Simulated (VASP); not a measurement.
## CdAgBr3: single point with PBE

Crystal: CdAgBr3.

```
Cd Ag Br
1.0
    -4.31689   -3.33219   -4.99662
    -0.18291    3.58225   -2.80346
     6.08346   -5.61795   -7.80844
Cd Ag Br
2 2 6
Direct
  0.74866 0.54811 0.87314
  0.68730 0.09583 0.35856
  0.14717 0.49202 0.06873
  0.16058 0.94478 0.64054
  0.73316 0.06366 0.74230
  0.91378 0.06029 0.11284
  0.46743 0.63563 0.08861
  0.31093 0.16466 0.42049
  0.13585 0.51898 0.80516
  0.79832 0.57923 0.44122
```

```json
{"Program": "VASP 6.6.1", "Task": "single point", "Functional": "PBE", "Potentials or basis": "VASP PAW PBE potentials, release 64 (Cd, Ag, Br)", "Cutoff": "520 eV", "k mesh": "2 × 2 × 1", "Occupations": "gaussian, width 0.1 eV", "Spin": "no spin polarisation", "Dipole correction": "no", "Further INCAR settings": "ALGO = Normal; EDIFF = 1e-07; NBANDS = 55"}
```

The pressure is 0.1 GPa, the largest force is 0.039 eV/Å and the band gap on the k mesh is 1.87 eV.

Forces in eV/Å, atoms in the order of the input:
```
Cd   0.004 -0.004  0.003
Cd  -0.010 -0.003 -0.006
Ag  -0.009  0.011 -0.008
Ag  -0.003 -0.007 -0.003
Br  -0.019  0.019  0.027
Br  -0.007  0.007  0.016
Br   0.039 -0.002 -0.005
Br   0.031  0.005  0.007
Br  -0.025 -0.010 -0.017
Br   0.000 -0.017 -0.015
```

Levels at points of the mesh, in eV from the valence-band top:
```csv
k point,band 41,band 42,band 43,band 44,band 45,band 46,band 47,band 48
"(0.00, 0.00, 0.00)",-0.44,-0.29,-0.15,0.00,1.87,2.91,3.49,4.12
"(0.50, 0.00, 0.00)",-0.54,-0.32,-0.25,-0.10,2.66,3.19,3.69,4.40
"(0.00, 0.50, 0.00)",-0.84,-0.68,-0.60,-0.21,3.58,4.04,4.46,4.94
"(0.50, 0.50, 0.00)",-0.69,-0.59,-0.46,-0.23,3.42,3.61,4.32,4.78
```

It took 2.2 min on 1 thread of Oxide Virtual Turin-like Processor, on a shared host, peak memory 0.42 GiB.

Caveat: the k points lie up to 0.69 Å⁻¹ apart.
